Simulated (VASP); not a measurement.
## MoS2: single point with r2SCAN

The system is MoS2.

```xyz
12
Lattice="6.4648 0.0000 0.0000 -3.2324 5.5987 0.0000 0.0000 0.0000 5.9675" Properties=species:S:1:pos:R:3 pbc="T T T"
Mo   -0.0175   -0.0160    0.0231
Mo   -1.6342    2.7683   -0.0341
Mo    3.2154    0.0022    0.0115
Mo    1.6743    2.8146    0.0196
S     0.0116    1.9382    1.4810
S     1.5904    0.9031    4.4417
S    -1.7155    4.7197    1.4946
S     0.0251    3.8406    4.4277
S     3.2695    1.8481    1.5555
S     4.8381    0.9144    4.3533
S     1.5720    4.7568    1.5741
S     3.2391    3.6942    4.3934
```

* Program: VASP 6.6.1
* Task: single point
* Functional: r2SCAN
* Potentials or basis: VASP PAW PBE potentials, release 64 (Mo_sv, S)
* Cutoff: 520 eV
* k mesh: 3 × 3 × 2
* Occupations: fermi-dirac, width 0.026 eV
* Spin: no spin polarisation

```
Pressure               : 0.7 GPa
Largest force          : 1.388 eV/Å
Band gap on the k mesh : zero (bands 52 and 53 overlap by 0.84 eV)
```

Forces on the atoms (eV/Å):
```
Mo  -0.974 -0.049 -0.988
Mo  -0.612 -0.026 -0.401
Mo   0.341  0.809 -0.458
Mo   0.634  0.384 -0.354
S   -0.067 -0.350  0.323
S   -0.035  0.624  0.172
S    0.888 -0.711  0.595
S   -0.116 -1.145  0.243
S   -0.257  0.539 -0.032
S   -0.012  0.294  0.931
S    0.282 -0.789 -0.219
S   -0.072  0.419  0.188
```

Stress tensor (GPa, compression positive):
```
 1.24 -0.40  1.20
-0.40 -0.12 -1.56
 1.20 -1.56  0.85
```

Levels at points of the mesh, in eV from the Fermi level:
```
           k point  band 48  band 49  band 50  band 51  band 52  band 53  band 54  band 55  band 56  band 57
(0.00, 0.00, 0.00)    -1.56    -1.47    -1.05    -0.98    -0.92    -0.32    -0.27     1.01     1.04     1.06
(0.00, 0.00, 0.50)    -1.61    -1.57    -1.03    -0.95    -0.46    -0.44     0.22     1.01     1.04     1.06
```

Wall time 8.6 min on 1 thread of Intel(R) Xeon(R) Platinum 8488C (Sapphire Rapids) (shared host), peak memory 0.4 GiB.

Caveat: the k points lie up to 0.53 Å⁻¹ apart, too coarse for converged energies and pressures of a metal; the atoms stand as in a frame of molecular dynamics; the PAW data sets were made with another functional, which shifts forces and pressure a little.
